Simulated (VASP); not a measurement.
# ZnAu (Pm-3m) in VASP: further runs

ZnAu is run at these levels: PBE+D4; tasks: single point.

All numbers are computed with VASP 6.6.1; they aren't measurements. Logs are shortened: lines on timing, memory, paths and dates and some standing lists are left out, and cuts for length are marked.

## (1) The cell of the first run

Symmetry: Pm-3m, No. 221, cubic system. The conventional cell has a = 3.146 Å, b = 3.146 Å, c = 3.146 Å, α = 90.00°, β = 90.00°, γ = 90.00°. Zn (site symmetry m-3m) has 8 Au at 2.72 Å and 6 Zn at 3.15 Å within 3.6 Å. Au (site symmetry m-3m) has 8 Zn at 2.72 Å and 6 Au at 3.15 Å within 3.6 Å.

## (2) Single point, PBE+D4

Contents of INCAR:

```
SYSTEM = ZnAu
  PREC = Accurate
  ENCUT = 500
  EDIFF = 1E-6
  ISMEAR = -1
  SIGMA = 0.05
  LREAL = .False.
  LASPH = .True.
  NELM = 120
  ALGO = Normal
  ISIF = 2
  LWAVE = .False.
  LCHARG = .False.
  GGA = PE
  IVDW = 13
  NBANDS = 18
  GGA_COMPAT = .False.
```

Contents of KPOINTS:

```
Automatic mesh
0
Gamma
  6 6 6
  0 0 0
```

Contents of POSCAR:

```
ZnAu
1.0
    3.1459700764      0.0000000000      0.0000000000
    0.0000000000      3.1459700764      0.0000000000
    0.0000000000      0.0000000000      3.1459700764
Zn Au
1 1
Direct
    0.5000000000      0.5000000000      0.5000000000
    0.0000000000      0.0000000000      0.0000000000
```

Potentials or basis: VASP PAW PBE potentials, release 64 (Zn, Au).

The run is started by

```console
> cat potpaw_PBE.64/Zn/POTCAR potpaw_PBE.64/Au/POTCAR > POTCAR
> mpirun -np 1 vasp_std > vasp.out
```

OUTCAR:

```text
SYSTEM = ZnAu
   PREC = Accurate
   ENCUT = 500
   EDIFF = 1E-6
   ISMEAR = -1
   LREAL = .False.
   LASPH = .True.
   NELM = 120
   ISIF = 2
   GGA = PE
   IVDW = 13

 ion  position               nearest neighbor table
   1  0.500  0.500  0.500-   2 2.72   2 2.72   2 2.72   2 2.72   2 2.72   2 2.72   2 2.72   2 2.72

   2  0.000  0.000  0.000-   1 2.72   1 2.72   1 2.72   1 2.72   1 2.72   1 2.72   1 2.72   1 2.72

  LATTYP: Found a simple cubic cell.
 ALAT       =     3.1459700764

  Lattice vectors:

 A1 = (   3.1459700764,   0.0000000000,   0.0000000000)
 A2 = (   0.0000000000,   3.1459700764,   0.0000000000)
 A3 = (   0.0000000000,   0.0000000000,   3.1459700764)

Analysis of symmetry for initial positions (statically):
=====================================================================
 Subroutine PRICEL returns:
 Original cell was already a primitive cell.

 Routine SETGRP: Setting up the symmetry group for a
 simple cubic supercell.

 Subroutine GETGRP returns: Found 48 space group operations
[... 9 lines left out ...]

 Routine SETGRP: Setting up the symmetry group for a
 simple cubic supercell.

 Subroutine GETGRP returns: Found 48 space group operations
[... 11 lines left out ...]
                                     Primitive cell

  volume of cell :      31.1361

  direct lattice vectors                    reciprocal lattice vectors
     3.145970076  0.000000000  0.000000000     0.317866978  0.000000000  0.000000000
     0.000000000  3.145970076  0.000000000     0.000000000  0.317866978  0.000000000
     0.000000000  0.000000000  3.145970076     0.000000000  0.000000000  0.317866978

  length of vectors
     3.145970076  3.145970076  3.145970076     0.317866978  0.317866978  0.317866978

  position of ions in fractional coordinates (direct lattice)
     0.500000000  0.500000000  0.500000000
     0.000000000  0.000000000  0.000000000

  ion indices of the primitive-cell ions
   primitive index   ion index
                 1           1
                 2           2

----------------------------------------------------------------------------------------

 KPOINTS: Automatic mesh

Automatic generation of k-mesh.
 Grid dimensions read from file:
 generate k-points for:    6    6    6

 Generating k-lattice:

  Cartesian coordinates                     Fractional coordinates (reciprocal lattice)
     0.052977830  0.000000000  0.000000000     0.166666667  0.000000000  0.000000000
     0.000000000  0.052977830  0.000000000     0.000000000  0.166666667  0.000000000
     0.000000000  0.000000000  0.052977830     0.000000000  0.000000000  0.166666667

  Length of vectors
     0.052977830  0.052977830  0.052977830

  Shift w.r.t. Gamma in fractional coordinates (k-lattice)
     0.000000000  0.000000000  0.000000000

 Subroutine IBZKPT returns following result:
 ===========================================

 Found     20 irreducible k-points:

 Following reciprocal coordinates:
            Coordinates               Weight
  0.000000  0.000000  0.000000      1.000000
  0.166667  0.000000  0.000000      6.000000
  0.333333  0.000000  0.000000      6.000000
  0.500000  0.000000  0.000000      3.000000
  0.166667  0.166667  0.000000     12.000000
  0.333333  0.166667  0.000000     24.000000
[... 12 lines left out ...]
  0.500000  0.500000  0.333333      6.000000
  0.500000  0.500000  0.500000      1.000000
   k-points           NKPTS =     20   k-points in BZ     NKDIM =     20   number of bands    NBANDS=     18
   number of dos      NEDOS =    301   number of ions     NIONS =      2
   total plane-waves  NPLWV =  13824
   dimension x,y,z NGX =    24 NGY =   24 NGZ =   24
   dimension x,y,z NGXF=    48 NGYF=   48 NGZF=   48
   ions per type =               1   1
   NGX,Y,Z   is equivalent  to a cutoff of  12.68, 12.68, 12.68 a.u.
   NGXF,Y,Z  is equivalent  to a cutoff of  25.37, 25.37, 25.37 a.u.
 SYSTEM =  ZnAu
   PREC   = accura    normal or accurate (medium, high low for compatibility)
   ISTART =      0    job   : 0-new  1-cont  2-samecut
   ICHARG =      2    charge: 1-file 2-atom 10-const
   ISPIN  =      1    spin polarized calculation?
   LNONCOLLINEAR =      F non collinear calculations
   LSORBIT =      F    spin-orbit coupling
   LASPH  =      T    aspherical Exc in radial PAW
   ENCUT  =  500.0 eV  36.75 Ry    6.06 a.u.   5.74  5.74  5.74*2*pi/ulx,y,z
   NELM   =    120;   NELMIN=  2; NELMDL= -5     # of ELM steps
   EDIFF  = 0.1E-05   stopping-criterion for ELM
   LREAL  =      F    real-space projection
   EDIFFG = 0.1E-04   stopping-criterion for IOM
   NSW    =      0    number of steps for IOM
   IBRION =     -1    ionic relax: 0-MD 1-quasi-New 2-CG
   NFREE  =      0    steps in history (QN), initial steepest desc. (CG)
   ISIF   =      2    stress and relaxation
   ISYM   =      2    0-nonsym 1-usesym 2-fastsym
   POTIM  = 0.5000    time-step for ionic-motion
   TEBEG  =    0.0;   TEEND  =   0.0 temperature during run
   PSTRESS=    0.0 pullay stress
   NELECT =      23.0000    total number of electrons
   NUPDOWN=      -1.0000    fix difference up-down
   EMIN   =  10.00;   EMAX   =-10.00  energy-range for DOS
   EFERMI =   0.00;   METHOD = LEGACY
   ISMEAR =    -1;   SIGMA  =   0.05  broadening in eV -4-tet -1-fermi 0-gaus
   EFERMI_NEDOS =   21; number of points for ismear=-14 and -15
   IALGO  =     38    algorithm
   IMIX   =      4    mixing-type and parameters
     AMIX     =   0.40;   BMIX     =  1.00
     AMIX_MAG =   1.60;   BMIX_MAG =  1.00
  volume/ion in A,a.u.               =      15.57       105.06
  Fermi-wavevector in a.u.,A,eV,Ry     =   1.479890  2.796587 29.797783  2.190075
  Thomas-Fermi vector in A             =   2.593992
   LORBIT       =      0    0 simple, 1 ext, 2 COOP (PROOUT), +10 PAW based schemes
   GGA     = PE    functional components
   LHFCALC =     F    Hartree Fock is set to
   AEXX    =    0.0000 exact exchange contribution
   IVDW    =    13    specifies the selected vdW correction
   LEPSILON=     F    determine dielectric tensor
   LRPA    =     F    only Hartree local field effects (RPA)
 non-spin polarized calculation
  energy-cutoff  :      500.00
  volume of cell :       31.14
 maximum number of plane-waves:       840
 NGX is ok and might be reduce to    24
   NGX = 11   NGY = 11   NGZ = 11

 number of electron      22.9999998 magnetization

 Free energy of the ion-electron system (eV)
  ---------------------------------------------------
  ext. energy  EPLUGINS =         0.00000000
  ---------------------------------------------------
  free energy    TOTEN  =        -4.68918017 eV

  energy without entropy =       -4.67629558  energy(sigma->0) =       -4.68273787

 E-fermi :   7.2202     XC(G=0): -12.3843

 val. band max:        6.6543269372   @ k =   0.3333   0.1667   0.0000
 cond. band min:       7.2610929941   @ k =   0.3333   0.1667   0.1667
 fundamental gap:      0.6067660570
 Fermi energy:         7.2201746436

 k-point     1 :       0.0000    0.0000    0.0000
  band No.  band energies     occupation
      1      -3.5193      2.00000
      2      -1.0216      2.00000
      3      -1.0216      2.00000
      4      -0.3254      2.00000
      5      -0.3254      2.00000
      6      -0.3254      2.00000
[... 10 lines left out ...]
     17      19.2476      0.00000
     18      25.4186      0.00000

 k-point     2 :       0.1667    0.0000    0.0000
  band No.  band energies     occupation
      1      -3.0324      2.00000
      2      -0.9172      2.00000
      3      -0.8847      2.00000
      4      -0.3301      2.00000
      5      -0.3301      2.00000
      6      -0.2866      2.00000
[... 10 lines left out ...]
     17      21.5819      0.00000
     18      24.9622      0.00000

 k-point     3 :       0.3333    0.0000    0.0000
  band No.  band energies     occupation
      1      -1.7185      2.00000
      2      -0.6807      2.00000
      3      -0.6184      2.00000
      4      -0.3324      2.00000
      5      -0.3324      2.00000
      6      -0.2059      2.00000
[... 10 lines left out ...]
     17      21.6916      0.00000
     18      21.7880      0.00000

 k-point     4 :       0.5000    0.0000    0.0000
  band No.  band energies     occupation
      1      -0.6350      2.00000
      2      -0.5422      2.00000
      3      -0.4181      2.00000
      4      -0.3292      2.00000
      5      -0.3292      2.00000
      6      -0.1641      2.00000
[... 10 lines left out ...]
     17      18.3283      0.00000
     18      18.5438      0.00000

 k-point     5 :       0.1667    0.1667    0.0000
  band No.  band energies     occupation
      1      -2.5768      2.00000
      2      -0.8348      2.00000
      3      -0.7601      2.00000
      4      -0.4028      2.00000
      5      -0.3280      2.00000
      6      -0.2335      2.00000
[... 10 lines left out ...]
     17      21.6348      0.00000
     18      22.0737      0.00000

 k-point     6 :       0.3333    0.1667    0.0000
  band No.  band energies     occupation
      1      -1.4618      2.00000
      2      -0.7027      2.00000
      3      -0.5095      2.00000
      4      -0.4385      2.00000
      5      -0.2521      2.00000
      6      -0.1812      2.00000
[... 223 lines left out ...]
 k-point    17 :       0.3333    0.3333    0.3333
  band No.  band energies     occupation
      1      -0.7742      2.00000
      2      -0.5904      2.00000
      3      -0.5904      2.00000
      4      -0.2740      2.00000
      5      -0.2740      2.00000
      6       0.2984      2.00000
[... 10 lines left out ...]
     17      16.0574      0.00000
     18      20.4463      0.00000

 k-point    18 :       0.5000    0.3333    0.3333
  band No.  band energies     occupation
      1      -0.7928      2.00000
      2      -0.6674      2.00000
      3      -0.5802      2.00000
      4      -0.3054      2.00000
      5      -0.1663      2.00000
      6       0.7349      2.00000
[... 10 lines left out ...]
     17      16.9485      0.00000
     18      18.2247      0.00000

 k-point    19 :       0.5000    0.5000    0.3333
  band No.  band energies     occupation
      1      -0.7205      2.00000
      2      -0.6327      2.00000
      3      -0.6327      2.00000
      4      -0.3515      2.00000
      5       0.0121      2.00000
      6       0.7029      2.00000
[... 10 lines left out ...]
     17      15.2385      0.00000
     18      15.2385      0.00000

 k-point    20 :       0.5000    0.5000    0.5000
  band No.  band energies     occupation
      1      -0.5953      2.00000
      2      -0.5953      2.00000
      3      -0.5953      2.00000
      4       0.0143      2.00000
      5       0.0143      2.00000
      6       0.6550      2.00000
[... 10 lines left out ...]
     17      13.0084      0.00000
     18      13.0084      0.00000

------------------------ aborting loop because EDIFF is reached ----------------------------------------

  DFT-D4 for vdW energy calculation

  Edisp (eV):   -1.04432

  FORCE on cell =-STRESS in cart. coord.  units (eV):
  Direction    XX          YY          ZZ          XY          YZ          ZX
  --------------------------------------------------------------------------------------
  -------------------------------------------------------------------------------------
  Total       0.03494     0.03494     0.03494     0.00000     0.00000    -0.00000
  in kB       1.79787     1.79787     1.79787     0.00000     0.00000    -0.00000
  external pressure =        1.80 kB  Pullay stress =        0.00 kB

 VOLUME and BASIS-vectors are now :
 -----------------------------------------------------------------------------
  energy-cutoff  :      500.00
  volume of cell :       31.14
      direct lattice vectors                 reciprocal lattice vectors
     3.145970076  0.000000000  0.000000000     0.317866978  0.000000000  0.000000000
     0.000000000  3.145970076  0.000000000     0.000000000  0.317866978  0.000000000
     0.000000000  0.000000000  3.145970076     0.000000000  0.000000000  0.317866978

 POSITION                                       TOTAL-FORCE (eV/Angst)
 -----------------------------------------------------------------------------------
      1.57299      1.57299      1.57299         0.000000      0.000000      0.000000
      0.00000      0.00000      0.00000         0.000000      0.000000      0.000000
 -----------------------------------------------------------------------------------
    total drift:                                0.000000      0.000000     -0.000000

  FREE ENERGIE OF THE ION-ELECTRON SYSTEM (eV)
  ---------------------------------------------------
  free  energy   TOTEN  =        -5.7334974893 eV

  energy  without entropy=       -5.7206129068  energy(sigma->0) =       -5.72705520
```

Wall time 11 s (1 thread of Intel Xeon 8259CL, shared host); peak memory 0.14 GiB.

What came out:

```yaml
Free_energy: -5.7335 eV
Pressure: 0.2 GPa
Dispersion_energy_per_atom: -0.522 eV
```

Caveat: spin-orbit coupling is left out, which moves the levels of the heavy elements; pairwise dispersion overbinds metals, which lowers pressure and volume.

[end of part 1 of 2]
